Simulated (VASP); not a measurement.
TiB2, 3 atoms in the cell. It takes space group Cmmm (No. 65, orthorhombic). The conventional cell has a = 3.026 Å, b = 5.241 Å, c = 3.229 Å, α = 90.00°, β = 90.00°, γ = 90.00°. Within 3.1 Å of Ti (site symmetry mmm) lie 12 B at 2.30 to 2.42 Å and 6 Ti at 3.03 Å. B (site symmetry m2m) has 3 B at 1.65 to 1.96 Å within 2.2 Å.  This cell differs from its parent crystal: shortest bond scaled by 1.12.

- Program: VASP 6.6.1
- Task: electric field gradients
- Functional: PBE
- Potentials or basis: VASP PAW PBE potentials, release 64 (Ti_sv, B)
- Cutoff: 520 eV
- k mesh: 10 × 10 × 9
- Occupations: fermi-dirac, width 0.05 eV
- Spin: no spin polarisation
- Dipole correction: no
- Further INCAR settings: ALGO = Normal; EDIFF = 1e-08; NBANDS = 16

Potentials or basis: VASP PAW PBE potentials, release 64 (Ti_sv, B).

The run is started by

```bash
$ cat potpaw_PBE.64/Ti_sv/POTCAR potpaw_PBE.64/B/POTCAR > POTCAR
$ mpirun -np 1 vasp_std > vasp.out
```

Hardware: 1 thread of Intel Xeon 8259CL (shared host).

Problem. Estimate the wall time of this run.

Solution. Wall time 76 s on 1 thread of Intel Xeon 8259CL, on a shared host, peak memory 0.19 GiB. Counts: scf iterations 17, k points 155.
